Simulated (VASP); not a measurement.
# Ir (Fm-3m) in VASP: further runs

Runs on Ir. Level: LDA. Tasks: single point.

Program: VASP 6.6.1. These are calculated values, not measurements. Logs are shortened: lines on timing, memory, paths and dates and some standing lists are left out, and cuts for length are marked.

## (1) The cell of the first run

It takes space group Fm-3m (No. 225, cubic). The conventional cell has a = 3.812 Å, b = 3.812 Å, c = 3.812 Å, α = 90.00°, β = 90.00°, γ = 90.00°. Within 3.6 Å of Ir (site symmetry m-3m) lie 12 Ir at 2.70 Å.

## (2) Single point, LDA

File INCAR:

```
ALGO = Normal
EDIFF = 1E-6
ENCUT = 520
GGA = CA
ISIF = 2
ISMEAR = -1
LASPH = T
LCHARG = T
LELF = T
LREAL = F
LVHAR = T
LWAVE = F
NBANDS = 10
NELM = 100
PREC = Accurate
SIGMA = 0.1
```

File KPOINTS:

```
k-points
0
Gamma
  23 23 23
```

File POSCAR:

```
Ir
1.0
    0.0000000000      1.9060927672      1.9060927672
    1.9060927672      0.0000000000      1.9060927672
    1.9060927672      1.9060927672      0.0000000000
Ir
1
Direct
    0.0000000000      0.0000000000      0.0000000000
```

Potentials or basis: VASP PAW LDA potentials, release 64 (Ir).

On the command line:

```bash
$ cat potpaw_LDA.64/Ir/POTCAR > POTCAR
$ mpirun -np 1 vasp_std > vasp.out
```

OUTCAR:

```text
EDIFF = 1E-6
   ENCUT = 520
   GGA = CA
   ISIF = 2
   ISMEAR = -1
   LASPH = T
   LREAL = F
   NELM = 100
   PREC = Accurate

 ion  position               nearest neighbor table
   1  0.000  0.000  0.000-

  LATTYP: Found a face centered cubic cell.
 ALAT       =     3.8121855344

  Lattice vectors:

 A1 = (   0.0000000000,   1.9060927672,   1.9060927672)
 A2 = (   1.9060927672,   0.0000000000,   1.9060927672)
 A3 = (   1.9060927672,   1.9060927672,   0.0000000000)

Analysis of symmetry for initial positions (statically):
=====================================================================
 Subroutine PRICEL returns:
 Original cell was already a primitive cell.

 Routine SETGRP: Setting up the symmetry group for a
 face centered cubic supercell.

 Subroutine GETGRP returns: Found 48 space group operations
 (whereof 48 operations were pure point group operations)
 out of a pool of 48 trial point group operations.

The static configuration has the point symmetry O_h .

Analysis of symmetry for dynamics (positions and initial velocities):
=====================================================================
 Subroutine PRICEL returns:
 Original cell was already a primitive cell.

 Routine SETGRP: Setting up the symmetry group for a
 face centered cubic supercell.

 Subroutine GETGRP returns: Found 48 space group operations
 (whereof 48 operations were pure point group operations)
 out of a pool of 48 trial point group operations.

The dynamic configuration has the point symmetry O_h .

 Subroutine INISYM returns: Found 48 space group operations
 (whereof 48 operations are pure point group operations),
 and found     1 'primitive' translations

----------------------------------------------------------------------------------------

                                     Primitive cell

  volume of cell :      13.8504

  direct lattice vectors                    reciprocal lattice vectors
     0.000000000  1.906092767  1.906092767    -0.262316719  0.262316719  0.262316719
     1.906092767  0.000000000  1.906092767     0.262316719 -0.262316719  0.262316719
     1.906092767  1.906092767  0.000000000     0.262316719  0.262316719 -0.262316719

  length of vectors
     2.695622243  2.695622243  2.695622243     0.454345884  0.454345884  0.454345884

  position of ions in fractional coordinates (direct lattice)
     0.000000000  0.000000000  0.000000000

  ion indices of the primitive-cell ions
   primitive index   ion index
                 1           1

----------------------------------------------------------------------------------------

 KPOINTS: k-points

Automatic generation of k-mesh.
 Grid dimensions read from file:
 generate k-points for:   23   23   23

 Generating k-lattice:

  Cartesian coordinates                     Fractional coordinates (reciprocal lattice)
    -0.011405075  0.011405075  0.011405075     0.043478261  0.000000000  0.000000000
     0.011405075 -0.011405075  0.011405075     0.000000000  0.043478261  0.000000000
     0.011405075  0.011405075 -0.011405075     0.000000000  0.000000000  0.043478261

  Length of vectors
     0.019754169  0.019754169  0.019754169

  Shift w.r.t. Gamma in fractional coordinates (k-lattice)
     0.000000000  0.000000000  0.000000000

 Subroutine IBZKPT returns following result:
 ===========================================

 Found    364 irreducible k-points:

 Following reciprocal coordinates:
            Coordinates               Weight
  0.000000  0.000000  0.000000      1.000000
  0.043478  0.000000  0.000000      8.000000
  0.086957  0.000000  0.000000      8.000000
  0.130435  0.000000  0.000000      8.000000
  0.173913  0.000000  0.000000      8.000000
  0.217391  0.000000  0.000000      8.000000
[... 16 lines left out ...]
  0.478261  0.043478  0.000000     24.000000
 -0.478261  0.043478  0.000000     24.000000
 [... further k-points ...]
   k-points           NKPTS =    364   k-points in BZ     NKDIM =    364   number of bands    NBANDS=     10
   number of dos      NEDOS =    301   number of ions     NIONS =      1
   total plane-waves  NPLWV =   8000
   dimension x,y,z NGX =    20 NGY =   20 NGZ =   20
   dimension x,y,z NGXF=    40 NGYF=   40 NGZF=   40
   ions per type =               1
   NGX,Y,Z   is equivalent  to a cutoff of  12.33, 12.33, 12.33 a.u.
   NGXF,Y,Z  is equivalent  to a cutoff of  24.67, 24.67, 24.67 a.u.
 SYSTEM =  unknown system
   PREC   = accura    normal or accurate (medium, high low for compatibility)
   ISTART =      0    job   : 0-new  1-cont  2-samecut
   ICHARG =      2    charge: 1-file 2-atom 10-const
   ISPIN  =      1    spin polarized calculation?
   LNONCOLLINEAR =      F non collinear calculations
   LSORBIT =      F    spin-orbit coupling
   LASPH  =      T    aspherical Exc in radial PAW
   ENCUT  =  520.0 eV  38.22 Ry    6.18 a.u.   5.01  5.01  5.01*2*pi/ulx,y,z
   NELM   =    100;   NELMIN=  2; NELMDL= -5     # of ELM steps
   EDIFF  = 0.1E-05   stopping-criterion for ELM
   LREAL  =      F    real-space projection
   EDIFFG = 0.1E-04   stopping-criterion for IOM
   NSW    =      0    number of steps for IOM
   IBRION =     -1    ionic relax: 0-MD 1-quasi-New 2-CG
   NFREE  =      0    steps in history (QN), initial steepest desc. (CG)
   ISIF   =      2    stress and relaxation
   ISYM   =      2    0-nonsym 1-usesym 2-fastsym
   POTIM  = 0.5000    time-step for ionic-motion
   TEBEG  =    0.0;   TEEND  =   0.0 temperature during run
   PSTRESS=    0.0 pullay stress
   NELECT =       9.0000    total number of electrons
   NUPDOWN=      -1.0000    fix difference up-down
   EMIN   =  10.00;   EMAX   =-10.00  energy-range for DOS
   EFERMI =   0.00;   METHOD = LEGACY
   ISMEAR =    -1;   SIGMA  =   0.10  broadening in eV -4-tet -1-fermi 0-gaus
   EFERMI_NEDOS =   21; number of points for ismear=-14 and -15
   IALGO  =     38    algorithm
   IMIX   =      4    mixing-type and parameters
     AMIX     =   0.40;   BMIX     =  1.00
     AMIX_MAG =   1.60;   BMIX_MAG =  1.00
  volume/ion in A,a.u.               =      13.85        93.47
  Fermi-wavevector in a.u.,A,eV,Ry     =   1.417974  2.679583 27.356562  2.010651
  Thomas-Fermi vector in A             =   2.539148
   LORBIT       =      0    0 simple, 1 ext, 2 COOP (PROOUT), +10 PAW based schemes
   GGA     = CA    functional components
   LHFCALC =     F    Hartree Fock is set to
   AEXX    =    0.0000 exact exchange contribution
   IVDW    =     0    specifies the selected vdW correction
   LEPSILON=     F    determine dielectric tensor
   LRPA    =     F    only Hartree local field effects (RPA)
 non-spin polarized calculation
  energy-cutoff  :      520.00
  volume of cell :       13.85
 maximum number of plane-waves:       382
   NGX =  9   NGY =  9   NGZ =  9

 number of electron       9.0000001 magnetization

 Free energy of the ion-electron system (eV)
  ---------------------------------------------------
  ext. energy  EPLUGINS =         0.00000000
  ---------------------------------------------------
  free energy    TOTEN  =       -10.34079740 eV

  energy without entropy =      -10.31358725  energy(sigma->0) =      -10.32719233

 E-fermi :  10.6607     XC(G=0): -14.2624

 val. band max:       10.6500942012   @ k =  -0.3043   0.3478   0.0435
 cond. band min:      10.6676609988   @ k =  -0.2609   0.3043   0.1304
 fundamental gap:      0.0175667976
 Fermi energy:        10.6607209742

 k-point     1 :       0.0000    0.0000    0.0000
  band No.  band energies     occupation
      1      -0.6470      2.00000
      2       6.6421      2.00000
      3       6.6421      2.00000
      4       6.6421      2.00000
      5       9.4609      1.99999
      6       9.4609      1.99999
      7      24.9875      0.00000
      8      30.6530      0.00000
      9      30.6530      0.00000
     10      30.6530      0.00000

 k-point     2 :       0.0435    0.0000    0.0000
  band No.  band energies     occupation
      1      -0.5603      2.00000
      2       6.5947      2.00000
      3       6.6806      2.00000
      4       6.6806      2.00000
      5       9.4350      1.99999
      6       9.4350      1.99999
      7      25.1402      0.00000
      8      30.1727      0.00000
      9      30.7975      0.00000
     10      30.7975      0.00000

 k-point     3 :       0.0870    0.0000    0.0000
  band No.  band energies     occupation
      1      -0.3059      2.00000
      2       6.4654      2.00000
      3       6.7875      2.00000
      4       6.7875      2.00000
      5       9.3696      2.00000
      6       9.3696      2.00000
      7      25.5758      0.00000
      8      29.1221      0.00000
      9      31.2227      0.00000
     10      31.2227      0.00000

 k-point     4 :       0.1304    0.0000    0.0000
  band No.  band energies     occupation
      1       0.0984      2.00000
      2       6.2911      2.00000
      3       6.9347      2.00000
      4       6.9347      2.00000
      5       9.3031      2.00000
      6       9.3031      2.00000
      7      26.2145      0.00000
      8      27.9343      0.00000
      9      31.9050      0.00000
     10      31.9050      0.00000

 k-point     5 :       0.1739    0.0000    0.0000
  band No.  band energies     occupation
      1       0.6169      2.00000
      2       6.1302      2.00000
      3       7.0699      2.00000
      4       7.0699      2.00000
      5       9.2993      2.00000
      6       9.2993      2.00000
      7      26.5254      0.00000
      8      27.1493      0.00000
      9      32.8053      0.00000
     10      32.8053      0.00000

 k-point     6 :       0.2174    0.0000    0.0000
  band No.  band energies     occupation
      1       1.1872      2.00000
      2       6.0644      2.00000
      3       7.1298      2.00000
      4       7.1298      2.00000
      5       9.4304      1.99999
      6       9.4304      1.99999
      7      25.4516      0.00000
      8      27.5820      0.00000
      9      33.8576      0.00000
     10      33.8576      0.00000

 k-point     7 :       0.2609    0.0000    0.0000
  band No.  band energies     occupation
      1       1.7129      2.00000
      2       6.1990      2.00000
      3       7.0876      2.00000
      4       7.0876      2.00000
      5       9.7241      1.99983
      6       9.7241      1.99983
      7      24.2737      0.00000
      8      27.5382      0.00000
      9      34.8315      0.00000
     10      34.8330      0.00000

 k-point     8 :       0.3043    0.0000    0.0000
  band No.  band energies     occupation
      1       2.0914      2.00000
      2       6.6318      2.00000
      3       6.9726      2.00000
      4       6.9726      2.00000
      5      10.1408      1.98902
      6      10.1408      1.98902
      7      23.0306      0.00000
      8      26.8692      0.00000
      9      34.3989      0.00000
     10      34.3989      0.00000

 k-point     9 :       0.3478    0.0000    0.0000
  band No.  band energies     occupation
      1       2.2872      2.00000
      2       6.8320      2.00000
      3       6.8320      2.00000
      4       7.3710      2.00000
      5      10.6090      1.25280
      6      10.6090      1.25280
      7      21.6870      0.00000
      8      26.0023      0.00000
      9      33.0961      0.00000
     10      33.0961      0.00000
[... 118 lines left out ...]
 k-point    19 :       0.3043    0.0435    0.0000
  band No.  band energies     occupation
      1       2.0607      2.00000
      2       6.3288      2.00000
      3       6.9777      2.00000
      4       7.0925      2.00000
      5       9.7884      1.99967
      6      10.2963      1.94903
      7      23.5282      0.00000
      8      27.2241      0.00000
      9      33.4867      0.00000
     10      34.4503      0.00000

 k-point    20 :       0.3478    0.0435    0.0000
  band No.  band energies     occupation
      1       2.3151      2.00000
      2       6.8049      2.00000
      3       6.9533      2.00000
      4       6.9608      2.00000
      5      10.3259      1.93211
      6      10.7293      0.66985
      7      22.1887      0.00000
      8      26.3800      0.00000
      9      32.6174      0.00000
     10      33.7593      0.00000

 k-point    21 :       0.3913    0.0435    0.0000
  band No.  band energies     occupation
      1       2.4137      2.00000
      2       6.6641      2.00000
      3       6.8241      2.00000
      4       7.7822      2.00000
      5      10.8984      0.16985
      6      11.1418      0.01616
      7      20.7698      0.00000
      8      25.6089      0.00000
      9      31.6509      0.00000
     10      32.5567      0.00000

 k-point    22 :       0.4348    0.0435    0.0000
  band No.  band energies     occupation
      1       2.4299      2.00000
      2       6.5517      2.00000
      3       6.7097      2.00000
      4       8.6583      2.00000
      5      11.4455      0.00078
      6      11.4599      0.00068
      7      19.4252      0.00000
      8      25.0637      0.00000
      9      30.9206      0.00000
     10      31.4980      0.00000

 k-point    23 :       0.4783    0.0435    0.0000
  band No.  band energies     occupation
      1       2.4213      2.00000
      2       6.4880      2.00000
      3       6.6343      2.00000
      4       9.3254      2.00000
      5      11.6207      0.00014
      6      11.8846      0.00001
      7      18.4320      0.00000
      8      24.7600      0.00000
      9      30.5563      0.00000
     10      30.7570      0.00000

 k-point    24 :      -0.4783    0.0435    0.0000
  band No.  band energies     occupation
      1       2.4176      2.00000
      2       6.4787      2.00000
      3       6.6076      2.00000
      4       9.5304      1.99998
      5      11.5872      0.00019
      6      12.0750      0.00000
      7      18.1450      0.00000
      8      24.6857      0.00000
      9      30.4122      0.00000
     10      30.6179      0.00000

 [... further k-points ...]
[... 5 lines left out ...]
  --------------------------------------------------------------------------------------
  -------------------------------------------------------------------------------------
  Total        0.2084492      0.2084492      0.2084492     -0.0000000      0.0000000      0.0000000
  in kB       24.1128555     24.1128555     24.1128555     -0.0000000      0.0000000      0.0000000
  external PRESSURE =      24.1128555 kB  Pullay stress =       0.0000000 kB

 VOLUME and BASIS-vectors are now :
 -----------------------------------------------------------------------------
  energy-cutoff  :      520.00
  volume of cell :       13.85
      direct lattice vectors                 reciprocal lattice vectors
     0.000000000  1.906092767  1.906092767    -0.262316719  0.262316719  0.262316719
     1.906092767  0.000000000  1.906092767     0.262316719 -0.262316719  0.262316719
     1.906092767  1.906092767  0.000000000     0.262316719  0.262316719 -0.262316719

 POSITION                                       TOTAL-FORCE (eV/Angst)
 -----------------------------------------------------------------------------------
      0.00000      0.00000      0.00000        -0.000000      0.000000      0.000000
 -----------------------------------------------------------------------------------
    total drift:                                0.000000     -0.000000     -0.000000

  FREE ENERGIE OF THE ION-ELECTRON SYSTEM (eV)
  ---------------------------------------------------
  free  energy   TOTEN  =       -10.3407974042 eV

  energy  without entropy=      -10.3135872528  energy(sigma->0) =      -10.32719233
```

Run time: 68 s. Hardware: 1 thread of Intel Xeon 8259CL, shared host; peak memory 0.17 GiB.

Results:

| Item | Value |
| --- | --- |
| Free energy | -10.3408 eV |
| Pressure | 2.4 GPa |

Caveat: spin-orbit coupling is left out, which moves the levels of the heavy elements.

## (3) Single point, LDA

File INCAR:

```
PREC = Accurate
ENCUT = 500
EDIFF = 1E-6
ISMEAR = 1
SIGMA = 0.2
LREAL = F
LASPH = T
NELM = 120
ALGO = Normal
ISIF = 2
LWAVE = F
LCHARG = F
NBANDS = 14
GGA_COMPAT = F
```

File KPOINTS:

```
Automatic mesh
0
Gamma
  14 14 14
```

POSCAR is that of step 2.

Potentials or basis: VASP PAW LDA potentials, release 64 (Ir_sv_GW).

On the command line:

```bash
$ cat potpaw_LDA.64/Ir_sv_GW/POTCAR > POTCAR
$ mpirun -np 1 vasp_std > vasp.out
```

Run time: 14 s. Hardware: 1 thread of Intel Xeon Platinum 8259CL at 2.50GHz (Skylake/Cascade Lake), shared host; peak memory 0.14 GiB.

The run converged. Its results:

| Property | Result |
| --- | --- |
| Free energy | -10.8913 eV |
| Pressure | -1.9 GPa |

Levels at points of the mesh, in eV from the Fermi level:
```csv
k point,band 6,band 7,band 8,band 9,band 10,band 11
"(0.00, 0.00, 0.00)",-3.92,-3.92,-3.92,-1.11,-1.11,13.70
"(0.50, 0.00, 0.00)",-4.02,-4.02,-0.64,1.06,1.06,7.63
"(0.50, 0.50, 0.00)",-7.48,1.04,1.65,1.65,1.85,10.96
```

Caveat: spin-orbit coupling is left out, which moves the levels of the heavy elements.

## (4) Single point, LDA

File INCAR:

```
SYSTEM = Ir
  PREC = Accurate
  ENCUT = 500
  EDIFF = 1E-6
  ISMEAR = -1
  SIGMA = 0.1
  LREAL = .FALSE.
  LASPH = .TRUE.
  NELM = 120
  ALGO = Normal
  ISIF = 2
  LWAVE = .FALSE.
  LCHARG = .FALSE.
  GGA = CA
  NBANDS = 14
  GGA_COMPAT = .FALSE.
```

File KPOINTS:

```
regular mesh
0
G
  15 15 15
  0 0 0
```

POSCAR is that of step 3.

On the command line:

```bash
$ cat potpaw_LDA.64/Ir_sv_GW/POTCAR > POTCAR
$ mpirun -np 1 vasp_std > vasp.out
```

Wall time 14 s (1 thread of Intel Xeon Platinum 8488C (Sapphire Rapids), shared host); peak memory 0.14 GiB.

The run converged. Its results:

```
Free energy : -10.9210 eV
Pressure    : -2.0 GPa
```

Levels at points of the mesh, in eV from the Fermi level:
| k point | band 6 | band 7 | band 8 | band 9 | band 10 | band 11 |
| --- | --- | --- | --- | --- | --- | --- |
| (0.00, 0.00, 0.00) | -4.05 | -4.05 | -4.05 | -1.24 | -1.24 | 13.57 |

Caveat: spin-orbit coupling is left out, which moves the levels of the heavy elements.

## (5) Overview

| potentials or basis | k mesh | cutoff (eV) | smearing | second run | gap on the mesh (eV) | pressure (GPa) |
| --- | --- | --- | --- | --- | --- | --- |
| VASP PAW LDA potentials, release 64 (Ir) | 23 × 23 × 23 | 520 | fermi-dirac 0.1 eV | - | none | 2.4 |
| VASP PAW LDA potentials, release 64 (Ir_sv_GW) | 14 × 14 × 14 | 500 | methfessel-paxton 0.2 eV | valence_matched | none | -1.9 |
| VASP PAW LDA potentials, release 64 (Ir_sv_GW) | 15 × 15 × 15 | 500 | fermi-dirac 0.1 eV | valence_matched | none | -2.0 |

Alike in all rows: task single point; level LDA; no spin polarisation; cell as given.

Caveats: spin-orbit coupling is left out, which moves the levels of the heavy elements.

Total energies depend on the potentials used, so only differences within one code and one set of settings carry meaning.
